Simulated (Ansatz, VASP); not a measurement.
## PbS in VASP and in Ansatz

```
Pb S
1.0
     0.00000    2.95761    2.95761
     2.95761    0.00000    2.95761
     2.95761    2.95761    0.00000
Pb S
1 1
Direct
  0.00000 0.00000 0.00000
  0.50000 0.50000 0.50000
```

Alike in both runs: task single point; functional r2SCAN; k mesh 8 × 8 × 8; no spin polarisation.

```csv
,VASP,Ansatz
version,VASP 6.6.1,Ansatz 0.2.0
potentials or method,"VASP PAW PBE potentials, release 64 (Pb_d, S), cutoff 520 eV",PAW plane waves
occupations,"fermi-dirac, width 0.1 eV",fermi-dirac
valence electrons in the cell,20,20
```

|  | VASP | Ansatz | Ansatz less VASP |
| --- | --- | --- | --- |
| pressure (GPa) | 1.8 | 1.8 | +0.02 |

VASP's potentials were made for PBE, not for r2SCAN.

Neither program's run includes spin-orbit coupling.
